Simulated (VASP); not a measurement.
Write the native input for VASP 6.6.1 that does the following.

- Task: single point
- Functional: PBE
- Dispersion: D3(BJ)
- Potentials or basis: VASP PAW PBE potentials, release 64 (Si, N)
- Cutoff: 520 eV
- k mesh: 3 × 3 × 8
- Occupations: gaussian, width 0.1 eV
- Spin: no spin polarisation
- Dipole correction: no
- Further INCAR settings: ALGO = Normal; EDIFF = 1e-07; NBANDS = 45

The structure of Si3N4 lies in POSCAR:

```
Si3N4
1.0
    7.6190526438      0.0000000000      0.0000000000
   -3.8095263219      6.5982931423      0.0000000000
    0.0000000000      0.0000000000      2.9113636940
Si N
6 8
Direct
    0.1741197435      0.7679185540      0.2500000000
    0.4062011894      0.1741197435      0.7500000000
    0.2320814460      0.4062011894      0.2500000000
    0.8258802565      0.2320814460      0.7500000000
    0.5937988106      0.8258802565      0.2500000000
    0.7679185540      0.5937988106      0.7500000000
    0.3333333333      0.6666666667      0.2500000000
    0.6666666667      0.3333333333      0.7500000000
    0.3299555998      0.0299427562      0.2500000000
    0.3000128436      0.3299555998      0.7500000000
    0.9700572438      0.3000128436      0.2500000000
    0.6700444002      0.9700572438      0.7500000000
    0.6999871564      0.6700444002      0.2500000000
    0.0299427562      0.6999871564      0.7500000000
```

These files were run (other wordings do the same):

INCAR

```
SYSTEM = Si3N4
PREC     = Accurate       ! precision mode
ENCUT    = 520            ! plane-wave cutoff, eV
EDIFF    = 1E-7           ! SCF threshold, eV
ISMEAR   = 0              ! smearing method
SIGMA    = 0.1            ! smearing width, eV
LREAL    = .FALSE.        ! projectors in reciprocal space
LASPH    = .TRUE.         ! aspherical terms in the spheres
NELM     = 60             ! most SCF steps
ALGO     = Normal         ! electronic algorithm
ISIF     = 2              ! what is computed and relaxed
LWAVE    = .FALSE.        ! write WAVECAR
LCHARG   = .FALSE.        ! write CHGCAR
GGA      = PE             ! functional
IVDW     = 12             ! dispersion correction
NBANDS   = 45             ! bands
```

KPOINTS

```
regular mesh
0
G
  3 3 8
  0 0 0
```

Potentials or basis: VASP PAW PBE potentials, release 64 (Si, N).

The run is started by

```bash
$ cat potpaw_PBE.64/Si/POTCAR potpaw_PBE.64/N/POTCAR > POTCAR
$ mpirun -np 1 vasp_std > vasp.out
```

It gave:

```yaml
Pressure: -0.3 GPa
Largest_force: 0.010 eV/Å
Band_gap_on_the_k_mesh: 4.32 eV, indirect (least direct gap 4.50 eV)
Dispersion_energy_per_atom: -0.256 eV
```

Wall time 68 s on 1 thread of AMD EPYC 9R45 96-Core Processor (Zen 5), on a shared host, peak memory 0.27 GiB.
